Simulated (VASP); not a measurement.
Wanted: the native input for a VASP 6.6.1 run.

* Task: single point
* Functional: PBEsol
* Potentials or basis: VASP PAW PBE potentials, release 64 (Al)
* Cutoff: 520 eV
* k mesh: 8 × 8 × 8
* Occupations: gaussian, width 0.15 eV
* Spin: no spin polarisation
* Dipole correction: no
* Further INCAR settings: ALGO = Fast; EDIFF = 1e-06; NBANDS = 14

The structure of Al lies in POSCAR:

```
Al
1.0
    4.0197534841     -0.0000406941      0.0000127677
    0.0000406941     -4.0198621494      0.0000166702
   -0.0000127677      0.0000166702     -4.0195194679
Al
4
Direct
    0.0000107951      0.4999868481      0.5000115087
    0.5000045774      0.0000068406      0.4999904131
    0.4999926655      0.5000104095     -0.0000027744
   -0.0000080381     -0.0000040981      0.0000008527
```

This cell differs from its parent crystal: atom 1 moved 0.75 Å, then relaxed in part.

These files were run (other wordings do the same):

INCAR

```
ALGO     = Fast           # electronic algorithm
EDIFF    = 1E-6           # SCF threshold, eV
ENCUT    = 520            # plane-wave cutoff, eV
GGA      = PS             # functional
ISIF     = 2              # what is computed and relaxed
ISMEAR   = 0              # smearing method
LASPH    = True           # aspherical terms in the spheres
LCHARG   = False          # write CHGCAR
LREAL    = False          # projectors in reciprocal space
LWAVE    = False          # write WAVECAR
NBANDS   = 14             # bands
NELM     = 80             # most SCF steps
PREC     = Accurate       # precision mode
SIGMA    = 0.15           # smearing width, eV
```

KPOINTS

```
k-points
0
Gamma
  8 8 8
```

Potentials or basis: VASP PAW PBE potentials, release 64 (Al).

Run with:

```sh
$ cat potpaw_PBE.64/Al/POTCAR > POTCAR
$ mpirun -np 1 vasp_std > vasp.out
```

Results of the run:

```json
{
 "Pressure": "0.1 GPa",
 "Band gap on the k mesh": "zero (band 6 reaches 9.35 eV, above the bottom of band 7 at 3.72 eV)"
}
```

Caveat: the cell differs from its parent crystal (atom 1 moved 0.75 Å, then relaxed in part); the PAW data sets were made with another functional, which shifts forces and pressure a little.

Run time: 67 s on 1 thread of Intel(R) Xeon(R) 6975P-C (Granite Rapids), on a shared host, peak memory 0.28 GiB.
